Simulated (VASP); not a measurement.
Crystal: Ti.

```
Ti
1.0
     0.00000    2.03000    2.03000
     2.03000    0.00000    2.03000
     2.03000    2.03000    0.00000
Ti
1
Direct
  0.00000 0.00000 0.00000
```

- Program: VASP 6.6.1
- Task: relaxation of cell and atoms
- Functional: RPBE
- Dispersion: D3(BJ)
- Potentials or basis: VASP PAW PBE potentials, release 64 (Ti_sv)
- Cutoff: 600 eV
- k mesh: 11 × 11 × 11
- Occupations: fermi-dirac, width 0.05 eV
- Spin: no spin polarisation

At the start: pressure -32.0 GPa; volume 16.73 Å³/atom.

How do energy, volume and symmetry change on relaxing?

Over 19 steps the energy falls by 467.8 meV/atom and the volume is 12.77 Å³/atom (-23.7 %); space group Fm-3m (No. 225, to 0.05 Å).

The path:
```
step  energy change (eV)  largest force (eV/Å)  pressure (GPa)  volume (Å³)
   1              0.0000                0.0000          -31.98        16.73
   2             -0.0164                0.0000           55.79         9.88
   3             -0.4270                0.0000           -2.33        12.93
   4             -0.4677                0.0000            0.39        12.76
   5             -0.4677                0.0000           -0.44        12.83
   6             -0.4677                0.0000           -0.44        12.83
   7             -0.4677                0.0000           -0.50        12.83
   8             -0.4677                0.0000           -0.57        12.83
   9             -0.4677                0.0000           -0.51        12.83
  10             -0.4677                0.0000           -0.52        12.83
  11             -0.4677                0.0000           -0.51        12.83
  12             -0.4677                0.0000           -0.51        12.83
  13             -0.4677                0.0000           -0.51        12.83
  14             -0.4677                0.0000           -0.53        12.83
  15             -0.4677                0.0000           -0.47        12.82
  16             -0.4677                0.0000           -0.56        12.82
  17             -0.4678                0.0000           -0.41        12.81
  18             -0.4678                0.0000           -0.28        12.80
  19             -0.4678                0.0000           -0.03        12.77
```

Final structure:
```cif
data_structure
_symmetry_space_group_name_H-M 'P 1'
_symmetry_Int_Tables_number 1
_cell_length_a 2.6237
_cell_length_b 2.6237
_cell_length_c 2.6237
_cell_angle_alpha 60.000
_cell_angle_beta 60.000
_cell_angle_gamma 60.000
_cell_volume 12.77
loop_
_atom_site_label
_atom_site_type_symbol
_atom_site_fract_x
_atom_site_fract_y
_atom_site_fract_z
_atom_site_occupancy
Ti1 Ti 0.00000 0.00000 0.00000 1
```

Caveat: the volume moved by over 15 % at a fixed basis, so the end points are rough; the PAW data sets were made with another functional, which shifts forces and pressure a little; the volume moved by -24 % from the deposited cell, more than functionals usually miss; pairwise dispersion overbinds metals, which lowers pressure and volume.
